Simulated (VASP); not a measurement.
# ZrAgPdCl2 in VASP: further runs

ZrAgPdCl2 is run at these levels: PBE+D3(BJ); tasks: single point.

All numbers are computed with VASP 6.6.1; they aren't measurements. Logs are shortened: lines on timing, memory, paths and dates and some standing lists are left out, and cuts for length are marked.

## Step 1: The cell of the first run

The cell holds a sheet with vacuum, 5 atoms: a = 4.222 Å, b = 4.222 Å, c = 22.000 Å, α = 90.00°, β = 90.00°, γ = 120.00°.

## Step 2: Single point, PBE+D3(BJ)

Contents of INCAR:

```
SYSTEM = ZrAgPdCl2
PREC = Accurate
ENCUT = 400
EDIFF = 1E-6
ISMEAR = 0
SIGMA = 0.1
LREAL = .False.
LASPH = .True.
NELM = 120
ALGO = Normal
ISIF = 2
LWAVE = .False.
LCHARG = .False.
LDIPOL = .True.
IDIPOL = 3
DIPOL = 0.5 0.5 0.510
GGA = PE
IVDW = 12
NBANDS = 32
GGA_COMPAT = .False.
NELMDL = -8
```

Contents of KPOINTS:

```
regular mesh
0
Gamma
  6 6 1
  0 0 0
```

Contents of POSCAR:

```
ZrAgPdCl2
1.0
    4.2222274100      0.0000000000      0.0000000000
   -2.1111136800      3.6565560200      0.0000000000
    0.0000000000      0.0000000000     22.0000000000
Zr Ag Pd Cl
1 1 1 2
Direct
    0.6666666700      0.3333333300      0.6103447800
    0.0000000000      0.0000000000      0.3190212500
    0.6666666700      0.3333333300      0.3985744500
    0.0000000000      0.0000000000      0.5397108100
    0.3333333300      0.6666666700      0.6809787500
```

Potentials or basis: VASP PAW PBE potentials, release 64 (Zr_sv, Ag, Pd, Cl).

Launch:

```bash
> cat potpaw_PBE.64/Zr_sv/POTCAR potpaw_PBE.64/Ag/POTCAR potpaw_PBE.64/Pd/POTCAR potpaw_PBE.64/Cl/POTCAR > POTCAR
> mpirun -np 1 vasp_std > vasp.out
```

OUTCAR:

```text
SYSTEM = ZrAgPdCl2
   PREC = Accurate
   ENCUT = 400
   EDIFF = 1E-6
   ISMEAR = 0
   LREAL = .False.
   LASPH = .True.
   NELM = 120
   ISIF = 2
   GGA = PE
   IVDW = 12
   NELMDL = -8
 IVDW          = 12

 ion  position               nearest neighbor table
   1  0.667  0.333  0.610-   5 2.89   4 2.89   4 2.89   5 2.89   4 2.89   5 2.89
   2  0.000  0.000  0.319-   3 3.00   3 3.00   3 3.00
   3  0.667  0.333  0.399-   2 3.00   2 3.00   2 3.00
   4  0.000  0.000  0.540-   1 2.89   1 2.89   1 2.89
   5  0.333  0.667  0.681-   1 2.89   1 2.89   1 2.89

  LATTYP: Found a hexagonal cell.
 ALAT       =     4.2222274100
 C/A-ratio  =     5.2105199137

  Lattice vectors:

 A1 = (   4.2222274100,   0.0000000000,   0.0000000000)
 A2 = (  -2.1111136800,   3.6565560200,   0.0000000000)
 A3 = (   0.0000000000,   0.0000000000,  22.0000000000)

Analysis of symmetry for initial positions (statically):
=====================================================================
 Subroutine PRICEL returns:
 Original cell was already a primitive cell.

 Routine SETGRP: Setting up the symmetry group for a
 hexagonal supercell.

 Subroutine GETGRP returns: Found  6 space group operations
 (whereof  6 operations were pure point group operations)
 out of a pool of 24 trial point group operations.

The static configuration has the point symmetry C_3v.

Analysis of symmetry for dynamics (positions and initial velocities):
=====================================================================
 Subroutine PRICEL returns:
 Original cell was already a primitive cell.

 Routine SETGRP: Setting up the symmetry group for a
 hexagonal supercell.

 Subroutine GETGRP returns: Found  6 space group operations
 (whereof  6 operations were pure point group operations)
 out of a pool of 24 trial point group operations.

The dynamic configuration has the point symmetry C_3v.

 Subroutine INISYM returns: Found  6 space group operations
 (whereof  6 operations are pure point group operations),
 and found     1 'primitive' translations

----------------------------------------------------------------------------------------

                                     Primitive cell

  volume of cell :     339.6538

[... 81 lines left out ...]
   NFREE  =      0    steps in history (QN), initial steepest desc. (CG)
   ISIF   =      2    stress and relaxation
   ISYM   =      2    0-nonsym 1-usesym 2-fastsym
   POTIM  = 0.5000    time-step for ionic-motion
   TEBEG  =    0.0;   TEEND  =   0.0 temperature during run
   PSTRESS=    0.0 pullay stress
   NELECT =      47.0000    total number of electrons
   NUPDOWN=      -1.0000    fix difference up-down
   EMIN   =  10.00;   EMAX   =-10.00  energy-range for DOS
   EFERMI =   0.00;   METHOD = LEGACY
   ISMEAR =     0;   SIGMA  =   0.10  broadening in eV -4-tet -1-fermi 0-gaus
   EFERMI_NEDOS =   21; number of points for ismear=-14 and -15
   IALGO  =     38    algorithm
   IMIX   =      4    mixing-type and parameters
     AMIX     =   0.40;   BMIX     =  1.00
     AMIX_MAG =   1.60;   BMIX_MAG =  1.00
  volume/ion in A,a.u.               =      67.93       458.42
  Fermi-wavevector in a.u.,A,eV,Ry     =   0.846763  1.600150  9.755483  0.717008
  Thomas-Fermi vector in A             =   1.962162
   LORBIT       =      0    0 simple, 1 ext, 2 COOP (PROOUT), +10 PAW based schemes
   GGA     = PE    functional components
   LHFCALC =     F    Hartree Fock is set to
   AEXX    =    0.0000 exact exchange contribution
   IVDW    =    12    specifies the selected vdW correction
   LEPSILON=     F    determine dielectric tensor
   LRPA    =     F    only Hartree local field effects (RPA)
 non-spin polarized calculation
 Gauss-broadening in eV      SIGMA  =   0.10
  energy-cutoff  :      400.00
  volume of cell :      339.65
 maximum number of plane-waves:      6204
 NGX is ok and might be reduce to    28
   NGX = 13   NGY = 13   NGZ = 71

 dipolmoment           0.000000      0.000000      0.020026 electrons x Angstroem

 number of electron      46.9999996 magnetization

 dipolmoment           0.000000      0.000000     -0.014885 electrons x Angstroem

 Free energy of the ion-electron system (eV)
  ---------------------------------------------------
  ext. energy  EPLUGINS =         0.00000000
  ---------------------------------------------------
  free energy    TOTEN  =       -19.85992555 eV

  energy without entropy =      -19.84582434  energy(sigma->0) =      -19.85287494

 E-fermi :  -0.7574     XC(G=0):  -4.4156

 val. band max:       -0.8255637315   @ k =   0.0000   0.0000   0.0000
 cond. band min:      -0.6877329684   @ k =   0.1667   0.1667   0.0000
 fundamental gap:      0.1378307631
 Fermi energy:        -0.7574280631

 k-point     1 :       0.0000    0.0000    0.0000
  band No.  band energies     occupation
      1     -51.4919      2.00000
      2     -29.4893      2.00000
      3     -29.4452      2.00000
      4     -29.4452      2.00000
      5     -17.7290      2.00000
      6     -17.4426      2.00000
[... 234 lines left out ...]
     31       3.1460      0.00000
     32       3.5965      0.00000

------------------------ aborting loop because EDIFF is reached ----------------------------------------

 vacuum level on the upper side and lower side of the slab       (xc-potential included)        -0.377        -0.193

 Edisp (eV)   -0.95321

 E8    (eV) :    -0.4227

  FORCE on cell =-STRESS in cart. coord.  units (eV):
  Direction    XX          YY          ZZ          XY          YZ          ZX
  --------------------------------------------------------------------------------------
  -------------------------------------------------------------------------------------
  Total     -12.05380   -12.05380    -6.51138    -0.00000     0.00000     0.00000
  in kB     -56.85885   -56.85884   -30.71477    -0.00000     0.00000     0.00000
  external pressure =      -48.14 kB  Pullay stress =        0.00 kB

 VOLUME and BASIS-vectors are now :
 -----------------------------------------------------------------------------
  energy-cutoff  :      400.00
  volume of cell :      339.65
      direct lattice vectors                 reciprocal lattice vectors
     4.222227410  0.000000000  0.000000000     0.236841814  0.136740690  0.000000000
    -2.111113680  3.656556020  0.000000000     0.000000000  0.273481384  0.000000000
     0.000000000  0.000000000 22.000000000     0.000000000  0.000000000  0.045454545

 POSITION                                       TOTAL-FORCE (eV/Angst)
 -----------------------------------------------------------------------------------
      2.11111      1.21885     13.42759         0.000000     -0.000000     -0.203888
      0.00000      0.00000      7.01847         0.000000      0.000000      1.222837
      2.11111      1.21885      8.76864         0.000000      0.000000     -1.003510
      0.00000      0.00000     11.87364         0.000000      0.000000      1.013253
     -0.00000      2.43770     14.98153        -0.000000      0.000000     -1.028692
 -----------------------------------------------------------------------------------
    total drift:                               -0.000024      0.000014      0.000542

  FREE ENERGIE OF THE ION-ELECTRON SYSTEM (eV)
  ---------------------------------------------------
  free  energy   TOTEN  =       -20.8131324653 eV

  energy  without entropy=      -20.7990312553  energy(sigma->0) =      -20.80608186

 vacuum level on the upper side and lower side of the slab         2.939         3.119
```

Wall time 1.8 min (1 thread of Intel Xeon Platinum 8488C (Sapphire Rapids), shared host); peak memory 0.36 GiB.

What came out:

```yaml
Free_energy: -20.8131 eV
Largest_force: 1.223 eV/Å
Band_gap_on_the_k_mesh: zero (an odd number of electrons rules out a gap without spin polarisation)
Dispersion_energy_per_atom: -0.191 eV
```

Forces in eV/Å, atoms in the order of the input:
```
Zr   0.000  0.000 -0.204
Ag   0.000  0.000  1.223
Pd   0.000  0.000 -1.004
Cl   0.000  0.000  1.013
Cl   0.000  0.000 -1.029
```

Caveat: an odd number of electrons without spin polarisation forces a metal; a magnetic or distorted state may lie lower.

(Part 1 of 2 ends here.)
